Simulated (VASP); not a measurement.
# ReAs3Os2 (P-3m1) in VASP: a series of runs

ReAs3Os2 is run at these levels: PBE; tasks: single point.

All numbers are computed with VASP 6.6.1; they aren't measurements. Logs are shortened: lines on timing, memory, paths and dates and some standing lists are left out, and cuts for length are marked.

## 1. The cell of the first run

It takes space group P-3m1 (No. 164, trigonal). Conventional cell: a = 4.327 Å, b = 4.327 Å, c = 5.463 Å, α = 90.00°, β = 90.00°, γ = 120.00°. Re (site symmetry -3m) has 8 As at 2.66 to 2.73 Å and 6 Os at 3.10 Å within 3.5 Å. As (site symmetry 3m) has 3 Re at 2.66 Å and 5 Os at 2.66 to 2.74 Å and 6 As at 3.08 to 3.10 Å within 3.5 Å. Within 3.5 Å of As (site symmetry -3m) lie 6 Os at 2.66 Å and 2 Re at 2.73 Å and 6 As at 3.10 Å. Os (site symmetry 3m) has 8 As at 2.66 to 2.74 Å and 3 Os at 3.08 Å and 3 Re at 3.10 Å within 3.5 Å.

## 2. Single point, PBE

INCAR reads:

```
SYSTEM = ReAs3Os2
PREC = Accurate ; ENCUT = 520
EDIFF = 1E-6 ; ISMEAR = 0
SIGMA = 0.1 ; LREAL = .False.
LASPH = .True. ; NELM = 60
ALGO = Normal ; ISIF = 2
LWAVE = .False. ; LCHARG = .True.
GGA = PE ; LELF = .True.
LVHAR = .True. ; NBANDS = 28
```

KPOINTS reads:

```
Automatic mesh
0
Gamma
  6 6 2
  0 0 0
```

POSCAR reads:

```
ReAs3Os2
1.0
    4.3265959005      0.0000000034      0.0000000000
   -2.1632979532      3.7469419601      0.0000000000
    0.0000000000      0.0000000000      5.4634847802
Re As Os
1 3 2
Direct
    0.0000000000      0.0000000000      0.0000000000
    0.3333333333      0.6666666667      0.1653300976
    0.6666666667      0.3333333333      0.8346699024
    0.0000000000      0.0000000000      0.5000000000
    0.3333333333      0.6666666667      0.6647049641
    0.6666666667      0.3333333333      0.3352950359
```

Potentials or basis: VASP PAW PBE potentials, release 64 (Re, As, Os).

On the command line:

```sh
$ cat potpaw_PBE.64/Re/POTCAR potpaw_PBE.64/As/POTCAR potpaw_PBE.64/Os/POTCAR > POTCAR
$ mpirun -np 1 vasp_std > vasp.out
```

OUTCAR:

```text
SYSTEM = ReAs3Os2
   PREC = Accurate
   ENCUT = 520
   EDIFF = 1E-6
   ISMEAR = 0
   LREAL = .False.
   LASPH = .True.
   NELM = 60
   ISIF = 2
   GGA = PE

 ion  position               nearest neighbor table
   1  0.000  0.000  0.000-   2 2.66   3 2.66   3 2.66   2 2.66   3 2.66   2 2.66   4 2.73   4 2.73
                             6 3.10   5 3.10   6 3.10   5 3.10   5 3.10   6 3.10
   2  0.333  0.667  0.165-   1 2.66   1 2.66   1 2.66   6 2.66   6 2.66   6 2.66   5 2.73   5 2.74

   3  0.667  0.333  0.835-   1 2.66   1 2.66   1 2.66   5 2.66   5 2.66   5 2.66   6 2.73   6 2.74

   4  0.000  0.000  0.500-   5 2.66   6 2.66   6 2.66   5 2.66   6 2.66   5 2.66   1 2.73   1 2.73

   5  0.333  0.667  0.665-   4 2.66   4 2.66   4 2.66   3 2.66   3 2.66   3 2.66   2 2.73   2 2.74
                             6 3.08   6 3.08   6 3.08   1 3.10   1 3.10   1 3.10
   6  0.667  0.333  0.335-   4 2.66   4 2.66   4 2.66   2 2.66   2 2.66   2 2.66   3 2.73   3 2.74
                             5 3.08   5 3.08   5 3.08   1 3.10   1 3.10   1 3.10

  LATTYP: Found a hexagonal cell.
 ALAT       =     4.3265959005
 C/A-ratio  =     1.2627675211

  Lattice vectors:

 A1 = (   4.3265959005,   0.0000000034,   0.0000000000)
 A2 = (  -2.1632979532,   3.7469419601,   0.0000000000)
 A3 = (   0.0000000000,   0.0000000000,   5.4634847802)

Analysis of symmetry for initial positions (statically):
=====================================================================
 Subroutine PRICEL returns:
 Original cell was already a primitive cell.

 Routine SETGRP: Setting up the symmetry group for a
 hexagonal supercell.

 Subroutine GETGRP returns: Found 12 space group operations
 (whereof 12 operations were pure point group operations)
 out of a pool of 24 trial point group operations.

The static configuration has the point symmetry D_3d.

Analysis of symmetry for dynamics (positions and initial velocities):
=====================================================================
 Subroutine PRICEL returns:
 Original cell was already a primitive cell.

 Routine SETGRP: Setting up the symmetry group for a
 hexagonal supercell.

 Subroutine GETGRP returns: Found 12 space group operations
 (whereof 12 operations were pure point group operations)
 out of a pool of 24 trial point group operations.

The dynamic configuration has the point symmetry D_3d.

 Subroutine INISYM returns: Found 12 space group operations
 (whereof 12 operations are pure point group operations),
 and found     1 'primitive' translations

----------------------------------------------------------------------------------------

                                     Primitive cell

  volume of cell :      88.5713

  direct lattice vectors                    reciprocal lattice vectors
     4.326595901  0.000000003  0.000000000     0.231128588  0.133442153  0.000000000
    -2.163297953  3.746941960  0.000000000    -0.000000000  0.266884305  0.000000000
     0.000000000  0.000000000  5.463484780     0.000000000  0.000000000  0.183033364

  length of vectors
     4.326595901  4.326595901  5.463484780     0.266884305  0.266884305  0.183033364

  position of ions in fractional coordinates (direct lattice)
     0.000000000  0.000000000  0.000000000
     0.333333333  0.666666667  0.165330098
     0.666666667  0.333333333  0.834669902
     0.000000000  0.000000000  0.500000000
     0.333333333  0.666666667  0.664704964
     0.666666667  0.333333333  0.335295036

  ion indices of the primitive-cell ions
   primitive index   ion index
                 1           1
                 2           2
                 3           3
                 4           4
                 5           5
                 6           6

----------------------------------------------------------------------------------------

 KPOINTS: Automatic mesh

Automatic generation of k-mesh.
 Grid dimensions read from file:
 generate k-points for:    6    6    2

 Generating k-lattice:

  Cartesian coordinates                     Fractional coordinates (reciprocal lattice)
     0.038521431  0.022240359  0.000000000     0.166666667  0.000000000  0.000000000
    -0.000000000  0.044480717  0.000000000     0.000000000  0.166666667  0.000000000
     0.000000000  0.000000000  0.091516682     0.000000000  0.000000000  0.500000000

  Length of vectors
     0.044480717  0.044480717  0.091516682

  Shift w.r.t. Gamma in fractional coordinates (k-lattice)
     0.000000000  0.000000000  0.000000000

 Subroutine IBZKPT returns following result:
 ===========================================

 Found     14 irreducible k-points:

 Following reciprocal coordinates:
            Coordinates               Weight
  0.000000  0.000000  0.000000      1.000000
  0.166667  0.000000  0.000000      6.000000
  0.333333  0.000000  0.000000      6.000000
  0.500000  0.000000  0.000000      3.000000
  0.166667  0.166667  0.000000      6.000000
  0.333333  0.166667  0.000000     12.000000
  0.333333  0.333333  0.000000      2.000000
  0.000000  0.000000  0.500000      1.000000
  0.166667  0.000000  0.500000      6.000000
  0.333333  0.000000  0.500000      6.000000
  0.500000  0.000000  0.500000      3.000000
  0.166667  0.166667  0.500000      6.000000
  0.333333  0.166667  0.500000     12.000000
  0.333333  0.333333  0.500000      2.000000
   k-points           NKPTS =     14   k-points in BZ     NKDIM =     14   number of bands    NBANDS=     28
   number of dos      NEDOS =    301   number of ions     NIONS =      6
   total plane-waves  NPLWV =  43008
   dimension x,y,z NGX =    32 NGY =   32 NGZ =   42
   dimension x,y,z NGXF=    64 NGYF=   64 NGZF=   84
   ions per type =               1   3   2
   NGX,Y,Z   is equivalent  to a cutoff of  12.30, 12.30, 12.78 a.u.
   NGXF,Y,Z  is equivalent  to a cutoff of  24.59, 24.59, 25.56 a.u.
 SYSTEM =  ReAs3Os2
   PREC   = accura    normal or accurate (medium, high low for compatibility)
   ISTART =      0    job   : 0-new  1-cont  2-samecut
   ICHARG =      2    charge: 1-file 2-atom 10-const
   ISPIN  =      1    spin polarized calculation?
   LNONCOLLINEAR =      F non collinear calculations
   LSORBIT =      F    spin-orbit coupling
   LASPH  =      T    aspherical Exc in radial PAW
   ENCUT  =  520.0 eV  38.22 Ry    6.18 a.u.   8.04  8.04 10.16*2*pi/ulx,y,z
   NELM   =     60;   NELMIN=  2; NELMDL= -5     # of ELM steps
   EDIFF  = 0.1E-05   stopping-criterion for ELM
   LREAL  =      F    real-space projection
   EDIFFG = 0.1E-04   stopping-criterion for IOM
   NSW    =      0    number of steps for IOM
   IBRION =     -1    ionic relax: 0-MD 1-quasi-New 2-CG
   NFREE  =      0    steps in history (QN), initial steepest desc. (CG)
   ISIF   =      2    stress and relaxation
   ISYM   =      2    0-nonsym 1-usesym 2-fastsym
   POTIM  = 0.5000    time-step for ionic-motion
   TEBEG  =    0.0;   TEEND  =   0.0 temperature during run
   PSTRESS=    0.0 pullay stress
   NELECT =      38.0000    total number of electrons
   NUPDOWN=      -1.0000    fix difference up-down
   EMIN   =  10.00;   EMAX   =-10.00  energy-range for DOS
   EFERMI =   0.00;   METHOD = LEGACY
   ISMEAR =     0;   SIGMA  =   0.10  broadening in eV -4-tet -1-fermi 0-gaus
   EFERMI_NEDOS =   21; number of points for ismear=-14 and -15
   IALGO  =     38    algorithm
   IMIX   =      4    mixing-type and parameters
     AMIX     =   0.40;   BMIX     =  1.00
     AMIX_MAG =   1.60;   BMIX_MAG =  1.00
  volume/ion in A,a.u.               =      14.76        99.62
  Fermi-wavevector in a.u.,A,eV,Ry     =   1.234729  2.333300 20.742843  1.524556
  Thomas-Fermi vector in A             =   2.369407
   LORBIT       =      0    0 simple, 1 ext, 2 COOP (PROOUT), +10 PAW based schemes
   GGA     = PE    functional components
   LHFCALC =     F    Hartree Fock is set to
   AEXX    =    0.0000 exact exchange contribution
   IVDW    =     0    specifies the selected vdW correction
   LEPSILON=     F    determine dielectric tensor
   LRPA    =     F    only Hartree local field effects (RPA)
 non-spin polarized calculation
 Gauss-broadening in eV      SIGMA  =   0.10
  energy-cutoff  :      520.00
  volume of cell :       88.57
 maximum number of plane-waves:      2394
   NGX = 17   NGY = 17   NGZ = 21

 number of electron      38.0000001 magnetization

 Free energy of the ion-electron system (eV)
  ---------------------------------------------------
  ext. energy  EPLUGINS =         0.00000000
  ---------------------------------------------------
  free energy    TOTEN  =       -46.45612036 eV

  energy without entropy =      -46.43718981  energy(sigma->0) =      -46.44665508

 E-fermi :   9.3163     XC(G=0): -12.8275

 val. band max:        9.2694918282   @ k =   0.1667   0.1667   0.5000
 cond. band min:       9.3168768713   @ k =   0.1667   0.0000   0.5000
 fundamental gap:      0.0473850431
 Fermi energy:         9.3162635499

 k-point     1 :       0.0000    0.0000    0.0000
  band No.  band energies     occupation
      1      -6.2274      2.00000
      2      -2.4665      2.00000
      3      -2.3969      2.00000
      4       2.6643      2.00000
      5       2.6643      2.00000
      6       2.7581      2.00000
[... 20 lines left out ...]
     27      12.7908      0.00000
     28      13.0868      0.00000

 k-point     2 :       0.1667    0.0000    0.0000
  band No.  band energies     occupation
      1      -5.9140      2.00000
      2      -2.5261      2.00000
      3      -2.4685      2.00000
      4       2.1260      2.00000
      5       2.4931      2.00000
      6       2.8649      2.00000
[... 20 lines left out ...]
     27      14.3001      0.00000
     28      14.5255      0.00000

 k-point     3 :       0.3333    0.0000    0.0000
  band No.  band energies     occupation
      1      -5.0419      2.00000
      2      -2.8668      2.00000
      3      -2.7222      2.00000
      4       1.6121      2.00000
      5       2.8588      2.00000
      6       3.3679      2.00000
[... 306 lines left out ...]
      3      -2.7304      2.00000
      4       0.3864      2.00000
      5       1.6806      2.00000
      6       2.0640      2.00000
[... 20 lines left out ...]
     27      14.1615      0.00000
     28      14.3614      0.00000

 k-point    14 :       0.3333    0.3333    0.5000
  band No.  band energies     occupation
      1      -3.1179      2.00000
      2      -3.1028      2.00000
      3      -3.1028      2.00000
      4       0.9124      2.00000
      5       0.9124      2.00000
      6       0.9682      2.00000
[... 20 lines left out ...]
     27      14.3369      0.00000
     28      14.9907      0.00000

------------------------ aborting loop because EDIFF is reached ----------------------------------------

  FORCE on cell =-STRESS in cart. coord.  units (eV):
  Direction    XX          YY          ZZ          XY          YZ          ZX
  --------------------------------------------------------------------------------------
  -------------------------------------------------------------------------------------
  Total        0.4424767      0.4424767      0.2701653     -0.0000000      0.0000000      0.0000000
  in kB        8.0040158      8.0040158      4.8870538     -0.0000000      0.0000000      0.0000000
  external PRESSURE =       6.9650284 kB  Pullay stress =       0.0000000 kB

 VOLUME and BASIS-vectors are now :
 -----------------------------------------------------------------------------
  energy-cutoff  :      520.00
  volume of cell :       88.57
      direct lattice vectors                 reciprocal lattice vectors
     4.326595901  0.000000003  0.000000000     0.231128588  0.133442153  0.000000000
    -2.163297953  3.746941960  0.000000000    -0.000000000  0.266884305  0.000000000
     0.000000000  0.000000000  5.463484780     0.000000000  0.000000000  0.183033364

 POSITION                                       TOTAL-FORCE (eV/Angst)
 -----------------------------------------------------------------------------------
      0.00000      0.00000      0.00000         0.000000      0.000000      0.000000
     -0.00000      2.49796      0.90328        -0.000000     -0.000000     -0.003114
      2.16330      1.24898      4.56021         0.000000      0.000000      0.003114
      0.00000      0.00000      2.73174         0.000000      0.000000      0.000000
     -0.00000      2.49796      3.63161        -0.000000      0.000000      0.006587
      2.16330      1.24898      1.83188         0.000000     -0.000000     -0.006587
 -----------------------------------------------------------------------------------
    total drift:                               -0.000000      0.000000      0.000000

  FREE ENERGIE OF THE ION-ELECTRON SYSTEM (eV)
  ---------------------------------------------------
  free  energy   TOTEN  =       -46.4561203591 eV

  energy  without entropy=      -46.4371898086  energy(sigma->0) =      -46.44665508
```

Run time: 39 s. Hardware: 1 thread of Intel Xeon Platinum 8259CL at 2.50GHz (Skylake/Cascade Lake), shared host; peak memory 0.22 GiB.

What came out:

- Free energy: -46.4561 eV
- Pressure: 0.7 GPa
- Largest force: 0.007 eV/Å
- Band gap on the k mesh: zero (band 19 reaches 10.44 eV, above the bottom of band 20 at 8.51 eV)

Forces in eV/Å, atoms in the order of the input:
```
Re   0.000  0.000  0.000
As   0.000  0.000 -0.003
As   0.000  0.000  0.003
As   0.000  0.000  0.000
Os   0.000  0.000  0.007
Os   0.000  0.000 -0.007
```

Stress tensor (GPa, compression positive):
```
0.80 0.00 0.00
0.00 0.80 0.00
0.00 0.00 0.49
```

Caveat: the k points lie up to 0.58 Å⁻¹ apart; spin-orbit coupling is left out, which moves the levels of the heavy elements.

## 3. Single point, PBE

This run uses another cell than the first one, of 18.02 Å³/atom, 1.221 times its volume.

INCAR reads:

```
SYSTEM = ReAs3Os2
  ALGO = Normal
  EDIFF = 1E-7
  ENCUT = 520
  GGA = PE
  ISIF = 2
  ISMEAR = 0
  LASPH = .True.
  LCHARG = .False.
  LREAL = .False.
  LWAVE = .False.
  NBANDS = 28
  NELM = 60
  PREC = Accurate
  SIGMA = 0.1
```

KPOINTS reads:

```
k-points
0
Gamma
  6 6 2
  0 0 0
```

POSCAR reads:

```
ReAs3Os2
1.0
    3.7088507100      0.0000000000      0.0000000000
   -1.8544253600      3.2119589300      0.0000000000
    0.0000000000      0.0000000000      9.0784064300
Re As Os
1 3 2
Direct
    0.0000000000      0.0000000000      0.0000000000
    0.3333333300      0.6666666700      0.1659022100
    0.6666666700      0.3333333300      0.8340977900
    0.0000000000      0.0000000000      0.5000000000
    0.3333333300      0.6666666700      0.6559943000
    0.6666666700      0.3333333300      0.3440057000
```

Potentials or basis: VASP PAW PBE potentials, release 64 (Re, As, Os).

On the command line:

```sh
$ cat potpaw_PBE.64/Re/POTCAR potpaw_PBE.64/As/POTCAR potpaw_PBE.64/Os/POTCAR > POTCAR
$ mpirun -np 1 vasp_std > vasp.out
```

It took 66 s on 1 thread of Intel Xeon Platinum 8259CL at 2.50GHz (Skylake/Cascade Lake), shared host; peak memory 0.24 GiB.

Results (log left out):

| Property | Result |
| --- | --- |
| Free energy | -42.9096 eV |
| Pressure | -10.1 GPa |
| Largest force | 0.554 eV/Å |
| Band gap on the k mesh | zero (band 19 reaches 6.92 eV, above the bottom of band 20 at 6.23 eV) |

Forces on the atoms (eV/Å):
```
Re   0.000  0.000  0.000
As   0.000  0.000  0.472
As   0.000  0.000 -0.472
As   0.000  0.000  0.000
Os   0.000  0.000 -0.554
Os   0.000  0.000  0.554
```

Stress tensor (GPa, compression positive):
```
 -9.95   0.00   0.00
  0.00  -9.95   0.00
  0.00   0.00 -10.35
```

Levels at points of the mesh, in eV from the Fermi level:
```tsv
k point	band 16	band 17	band 18	band 19	band 20	band 21	band 22	band 23
(0.00, 0.00, 0.00)	-0.89	-0.87	-0.87	-0.50	-0.21	0.37	0.37	0.60
(0.50, 0.00, 0.00)	-0.73	-0.50	-0.25	-0.10	-0.09	0.13	0.28	0.32
(0.00, 0.00, 0.50)	-1.46	-0.75	-0.42	-0.42	-0.01	0.15	1.70	1.70
(0.50, 0.00, 0.50)	-0.47	-0.31	-0.05	-0.04	0.04	0.28	0.81	1.15
```

Caveat: spin-orbit coupling is left out, which moves the levels of the heavy elements.

[end of part 1 of 2]
